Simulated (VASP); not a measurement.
# GaAs (F-43m) in VASP: a series of runs

GaAs is run at these levels: PBE, LDA; tasks: single point.

Everything below comes from runs of VASP 6.6.1. Logs are shortened: lines on timing, memory, paths and dates and some standing lists are left out, and cuts for length are marked.

### 1 The cell of the first run

It takes space group F-43m (No. 216, cubic). Conventional cell: a = 5.459 Å, b = 5.459 Å, c = 5.459 Å, α = 90.00°, β = 90.00°, γ = 90.00°. Ga (site symmetry -43m) has 4 As at 2.36 Å within 3.1 Å. Within 3.1 Å of As (site symmetry -43m) lie 4 Ga at 2.36 Å.

### 2 Single point, PBE

File INCAR:

```
SYSTEM = GaAs
PREC     = Accurate       ! precision mode
ENCUT    = 520            ! plane-wave cutoff, eV
EDIFF    = 1E-6           ! SCF threshold, eV
ISMEAR   = 0              ! smearing method
SIGMA    = 0.05           ! smearing width, eV
LREAL    = .FALSE.        ! projectors in reciprocal space
LASPH    = .TRUE.         ! aspherical terms in the spheres
NELM     = 80             ! most SCF steps
ALGO     = Normal         ! electronic algorithm
ISIF     = 2              ! what is computed and relaxed
LWAVE    = .FALSE.        ! write WAVECAR
LCHARG   = .TRUE.         ! write CHGCAR
GGA      = PE             ! functional
LELF     = .TRUE.         ! ELF
LVHAR    = .TRUE.       
NBANDS   = 16             ! bands
```

File KPOINTS:

```
Automatic mesh
0
G
  10 10 10
  0 0 0
```

File POSCAR:

```
GaAs
1.0
    0.0000000000      2.7292936669      2.7292936669
    2.7292936669      0.0000000000      2.7292936669
    2.7292936669      2.7292936669      0.0000000000
Ga As
1 1
Direct
    0.0000000000      0.0000000000      0.0000000000
    0.2500000000      0.2500000000      0.2500000000
```

Potentials or basis: VASP PAW PBE potentials, release 64 (Ga_d, As).

Command:

```bash
> cat potpaw_PBE.64/Ga_d/POTCAR potpaw_PBE.64/As/POTCAR > POTCAR
> mpirun -np 1 vasp_std > vasp.out
```

OUTCAR:

```text
SYSTEM = GaAs
   PREC = Accurate
   ENCUT = 520
   EDIFF = 1E-6
   ISMEAR = 0
   LREAL = .FALSE.
   LASPH = .TRUE.
   NELM = 80
   ISIF = 2
   GGA = PE

 ion  position               nearest neighbor table
   1  0.000  0.000  0.000-   2 2.36   2 2.36   2 2.36   2 2.36
   2  0.250  0.250  0.250-   1 2.36   1 2.36   1 2.36   1 2.36

  LATTYP: Found a face centered cubic cell.
 ALAT       =     5.4585873338

  Lattice vectors:

 A1 = (   0.0000000000,   2.7292936669,   2.7292936669)
 A2 = (   2.7292936669,   0.0000000000,   2.7292936669)
 A3 = (   2.7292936669,   2.7292936669,   0.0000000000)

Analysis of symmetry for initial positions (statically):
=====================================================================
 Subroutine PRICEL returns:
 Original cell was already a primitive cell.

 Routine SETGRP: Setting up the symmetry group for a
 face centered cubic supercell.

 Subroutine GETGRP returns: Found 24 space group operations
 (whereof 24 operations were pure point group operations)
 out of a pool of 48 trial point group operations.

The static configuration has the point symmetry T_d .

Analysis of symmetry for dynamics (positions and initial velocities):
=====================================================================
 Subroutine PRICEL returns:
 Original cell was already a primitive cell.

 Routine SETGRP: Setting up the symmetry group for a
 face centered cubic supercell.

 Subroutine GETGRP returns: Found 24 space group operations
 (whereof 24 operations were pure point group operations)
 out of a pool of 48 trial point group operations.

The dynamic configuration has the point symmetry T_d .

 Subroutine INISYM returns: Found 24 space group operations
 (whereof 24 operations are pure point group operations),
 and found     1 'primitive' translations

----------------------------------------------------------------------------------------

                                     Primitive cell

  volume of cell :      40.6613

  direct lattice vectors                    reciprocal lattice vectors
     0.000000000  2.729293667  2.729293667    -0.183197582  0.183197582  0.183197582
     2.729293667  0.000000000  2.729293667     0.183197582 -0.183197582  0.183197582
     2.729293667  2.729293667  0.000000000     0.183197582  0.183197582 -0.183197582

  length of vectors
     3.859804119  3.859804119  3.859804119     0.317307520  0.317307520  0.317307520

  position of ions in fractional coordinates (direct lattice)
     0.000000000  0.000000000  0.000000000
     0.250000000  0.250000000  0.250000000

  ion indices of the primitive-cell ions
   primitive index   ion index
                 1           1
                 2           2

----------------------------------------------------------------------------------------

 KPOINTS: Automatic mesh

Automatic generation of k-mesh.
 Grid dimensions read from file:
 generate k-points for:   10   10   10

 Generating k-lattice:

  Cartesian coordinates                     Fractional coordinates (reciprocal lattice)
    -0.018319758  0.018319758  0.018319758     0.100000000  0.000000000  0.000000000
     0.018319758 -0.018319758  0.018319758     0.000000000  0.100000000  0.000000000
     0.018319758  0.018319758 -0.018319758     0.000000000  0.000000000  0.100000000

  Length of vectors
     0.031730752  0.031730752  0.031730752

  Shift w.r.t. Gamma in fractional coordinates (k-lattice)
     0.000000000  0.000000000  0.000000000

 Subroutine IBZKPT returns following result:
 ===========================================

 Found     47 irreducible k-points:

 Following reciprocal coordinates:
            Coordinates               Weight
  0.000000  0.000000  0.000000      1.000000
  0.100000  0.000000  0.000000      8.000000
  0.200000  0.000000  0.000000      8.000000
  0.300000  0.000000  0.000000      8.000000
  0.400000  0.000000  0.000000      8.000000
  0.500000  0.000000  0.000000      4.000000
[... 16 lines left out ...]
  0.300000  0.300000  0.000000      6.000000
  0.400000  0.300000  0.000000     24.000000
 [... further k-points ...]
   k-points           NKPTS =     47   k-points in BZ     NKDIM =     47   number of bands    NBANDS=     16
   number of dos      NEDOS =    301   number of ions     NIONS =      2
   total plane-waves  NPLWV =  27000
   dimension x,y,z NGX =    30 NGY =   30 NGZ =   30
   dimension x,y,z NGXF=    60 NGYF=   60 NGZF=   60
   ions per type =               1   1
   NGX,Y,Z   is equivalent  to a cutoff of  12.92, 12.92, 12.92 a.u.
   NGXF,Y,Z  is equivalent  to a cutoff of  25.84, 25.84, 25.84 a.u.
 SYSTEM =  GaAs
   PREC   = accura    normal or accurate (medium, high low for compatibility)
   ISTART =      0    job   : 0-new  1-cont  2-samecut
   ICHARG =      2    charge: 1-file 2-atom 10-const
   ISPIN  =      1    spin polarized calculation?
   LNONCOLLINEAR =      F non collinear calculations
   LSORBIT =      F    spin-orbit coupling
   LASPH  =      T    aspherical Exc in radial PAW
   ENCUT  =  520.0 eV  38.22 Ry    6.18 a.u.   7.18  7.18  7.18*2*pi/ulx,y,z
   NELM   =     80;   NELMIN=  2; NELMDL= -5     # of ELM steps
   EDIFF  = 0.1E-05   stopping-criterion for ELM
   LREAL  =      F    real-space projection
   EDIFFG = 0.1E-04   stopping-criterion for IOM
   NSW    =      0    number of steps for IOM
   IBRION =     -1    ionic relax: 0-MD 1-quasi-New 2-CG
   NFREE  =      0    steps in history (QN), initial steepest desc. (CG)
   ISIF   =      2    stress and relaxation
   ISYM   =      2    0-nonsym 1-usesym 2-fastsym
   POTIM  = 0.5000    time-step for ionic-motion
   TEBEG  =    0.0;   TEEND  =   0.0 temperature during run
   PSTRESS=    0.0 pullay stress
   NELECT =      18.0000    total number of electrons
   NUPDOWN=      -1.0000    fix difference up-down
   EMIN   =  10.00;   EMAX   =-10.00  energy-range for DOS
   EFERMI =   0.00;   METHOD = LEGACY
   ISMEAR =     0;   SIGMA  =   0.05  broadening in eV -4-tet -1-fermi 0-gaus
   EFERMI_NEDOS =   21; number of points for ismear=-14 and -15
   IALGO  =     38    algorithm
   IMIX   =      4    mixing-type and parameters
     AMIX     =   0.40;   BMIX     =  1.00
     AMIX_MAG =   1.60;   BMIX_MAG =  1.00
  volume/ion in A,a.u.               =      20.33       137.20
  Fermi-wavevector in a.u.,A,eV,Ry     =   1.247686  2.357785 21.180476  1.556721
  Thomas-Fermi vector in A             =   2.381807
   LORBIT       =      0    0 simple, 1 ext, 2 COOP (PROOUT), +10 PAW based schemes
   GGA     = PE    functional components
   LHFCALC =     F    Hartree Fock is set to
   AEXX    =    0.0000 exact exchange contribution
   IVDW    =     0    specifies the selected vdW correction
   LEPSILON=     F    determine dielectric tensor
   LRPA    =     F    only Hartree local field effects (RPA)
 non-spin polarized calculation
 Gauss-broadening in eV      SIGMA  =   0.05
  energy-cutoff  :      520.00
  volume of cell :       40.66
 maximum number of plane-waves:      1109
 NGX is ok and might be reduce to    30
   NGX = 15   NGY = 15   NGZ = 15

 number of electron      17.9999990 magnetization

 Free energy of the ion-electron system (eV)
  ---------------------------------------------------
  ext. energy  EPLUGINS =         0.00000000
  ---------------------------------------------------
  free energy    TOTEN  =        -8.02226147 eV

  energy without entropy =       -8.02226147  energy(sigma->0) =       -8.02226147

 E-fermi :   5.2621     XC(G=0): -10.0711

 val. band max:        4.9830129138   @ k =   0.0000   0.0000   0.0000
 cond. band min:       6.2247300210   @ k =   0.5000   0.5000   0.0000
 fundamental gap:      1.2417171072
 Fermi energy:         5.2621441296

 k-point     1 :       0.0000    0.0000    0.0000
  band No.  band energies     occupation
      1     -10.0550      2.00000
      2     -10.0550      2.00000
      3     -10.0550      2.00000
      4      -9.9460      2.00000
      5      -9.9460      2.00000
      6      -8.5564      2.00000
[... 8 lines left out ...]
     15      15.3674      0.00000
     16      15.3674      0.00000

 k-point     2 :       0.1000    0.0000    0.0000
  band No.  band energies     occupation
      1     -10.0707      2.00000
      2     -10.0517      2.00000
      3     -10.0517      2.00000
      4      -9.9463      2.00000
      5      -9.9463      2.00000
      6      -8.4178      2.00000
[... 8 lines left out ...]
     15      14.6011      0.00000
     16      14.6011      0.00000

 k-point     3 :       0.2000    0.0000    0.0000
  band No.  band energies     occupation
      1     -10.1062      2.00000
      2     -10.0436      2.00000
      3     -10.0436      2.00000
      4      -9.9463      2.00000
      5      -9.9463      2.00000
      6      -8.0223      2.00000
[... 8 lines left out ...]
     15      14.0680      0.00000
     16      14.3210      0.00000

 k-point     4 :       0.3000    0.0000    0.0000
  band No.  band energies     occupation
      1     -10.1426      2.00000
      2     -10.0350      2.00000
      3     -10.0350      2.00000
      4      -9.9448      2.00000
      5      -9.9448      2.00000
      6      -7.4274      2.00000
[... 8 lines left out ...]
     15      14.5221      0.00000
     16      14.5221      0.00000
[... 324 lines left out ...]
 k-point    22 :      -0.2000    0.2000    0.0000
  band No.  band energies     occupation
      1     -10.1510      2.00000
      2     -10.0299      2.00000
      3     -10.0278      2.00000
      4      -9.9508      2.00000
      5      -9.9438      2.00000
      6      -7.2262      2.00000
[... 8 lines left out ...]
     15      16.1331      0.00000
     16      16.9984      0.00000

 k-point    23 :       0.3000    0.3000    0.0000
  band No.  band energies     occupation
      1     -10.1731      2.00000
      2     -10.0099      2.00000
      3     -10.0099      2.00000
      4      -9.9709      2.00000
      5      -9.9344      2.00000
      6      -7.0461      2.00000
[... 8 lines left out ...]
     15      16.8764      0.00000
     16      18.2085      0.00000

 k-point    24 :       0.4000    0.3000    0.0000
  band No.  band energies     occupation
      1     -10.1893      2.00000
      2     -10.0038      2.00000
      3     -10.0014      2.00000
      4      -9.9737      2.00000
      5      -9.9328      2.00000
      6      -6.5216      2.00000
[... 8 lines left out ...]
     15      17.6826      0.00000
     16      18.6075      0.00000

 [... further k-points ...]

------------------------ aborting loop because EDIFF is reached ----------------------------------------

  FORCE on cell =-STRESS in cart. coord.  units (eV):
  Direction    XX          YY          ZZ          XY          YZ          ZX
  --------------------------------------------------------------------------------------
  -------------------------------------------------------------------------------------
  Total        3.4641731      3.4641731      3.4641731     -0.0000000      0.0000000     -0.0000000
  in kB      136.4989703    136.4989703    136.4989703     -0.0000000      0.0000000     -0.0000000
  external PRESSURE =     136.4989703 kB  Pullay stress =       0.0000000 kB

 VOLUME and BASIS-vectors are now :
 -----------------------------------------------------------------------------
  energy-cutoff  :      520.00
  volume of cell :       40.66
      direct lattice vectors                 reciprocal lattice vectors
     0.000000000  2.729293667  2.729293667    -0.183197582  0.183197582  0.183197582
     2.729293667  0.000000000  2.729293667     0.183197582 -0.183197582  0.183197582
     2.729293667  2.729293667  0.000000000     0.183197582  0.183197582 -0.183197582

 POSITION                                       TOTAL-FORCE (eV/Angst)
 -----------------------------------------------------------------------------------
      0.00000      0.00000      0.00000        -0.000000     -0.000000     -0.000000
      1.36465      1.36465      1.36465         0.000000      0.000000      0.000000
 -----------------------------------------------------------------------------------
    total drift:                                0.000001      0.000001      0.000001

  FREE ENERGIE OF THE ION-ELECTRON SYSTEM (eV)
  ---------------------------------------------------
  free  energy   TOTEN  =        -8.0222614709 eV

  energy  without entropy=       -8.0222614709  energy(sigma->0) =       -8.02226147
```

It took 68 s on 1 thread of Intel Xeon 8259CL, shared host; peak memory 0.19 GiB.

What came out:

```yaml
Free_energy: -8.0223 eV
Pressure: 13.6 GPa
Band_gap_on_the_k_mesh: 1.24 eV (least direct gap 1.34 eV)
```

Caveat: the cell stands under pressure.

(Part 1 of 2 ends here.)
